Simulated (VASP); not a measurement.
The system is SrTi2O4.

```
Sr Ti O
1.0
     2.95958    0.00000    0.00000
    -1.47979    2.56308    0.00000
     0.00000    0.00000   11.35800
Sr Ti O
1 2 4
Direct
  0.00000 0.00000 0.50000
  0.00000 0.00000 0.24697
  0.00000 0.00000 0.75303
  0.33333 0.66667 0.37049
  0.66667 0.33333 0.62951
  0.66667 0.33333 0.87145
  0.33333 0.66667 0.12855
```

* Program: VASP 6.6.1
* Task: relaxation of cell and atoms
* Functional: PBE
* Potentials or basis: VASP PAW PBE potentials, release 64 (Sr_sv, Ti_sv, O)
* Cutoff: 600 eV
* k mesh: 5 × 5 × 1
* Occupations: gaussian, width 0.15 eV
* Spin: collinear spin, ferromagnetic start
* Starting moments: [0.0, 1.0, 1.0, 0.0, 0.0, 0.0, 0.0] μB

At the start: pressure 10.1 GPa; volume 12.31 Å³/atom.

**Question.** How do energy, volume and symmetry change on relaxing?

**Answer.** Over 9 steps the energy falls by 467.5 meV/atom and the volume is 13.25 Å³/atom (+7.6 %); space group P-3m1 (No. 164, to 0.05 Å); moment 1.51 μB per cell.

The path:
```
step  energy change (eV)  largest force (eV/Å)  pressure (GPa)  volume (Å³)
   1              0.0000                5.3704           10.06        86.16
   2             -3.0233                0.8129           -0.64        96.09
   3             -3.0736                0.5115           -0.53        94.89
   4             -3.1649                0.6391           -0.38        94.47
   5             -3.1903                0.8350           -0.06        94.06
   6             -3.2475                0.4815           -0.73        93.80
   7             -3.2652                0.2436           -1.11        93.61
   8             -3.2659                0.2658           -1.13        93.55
   9             -3.2727                0.0642            0.50        92.73
```

Final structure:
```
Sr Ti O
1.0
     2.99863    0.00000    0.00000
    -1.49932    2.59689    0.00000
     0.00000    0.00000   11.90839
Sr Ti O
1 2 4
Direct
  0.00000 0.00000 0.50000
  0.00000 0.00000 0.22864
  0.00000 0.00000 0.77136
  0.33333 0.66667 0.34547
  0.66667 0.33333 0.65453
  0.66667 0.33333 0.85365
  0.33333 0.66667 0.14635
```

Caveat: the k points lie up to 0.53 Å⁻¹ apart in the final cell; the relaxation stopped at a loose force limit of 0.08 eV/Å, so its end isn't a converged minimum.
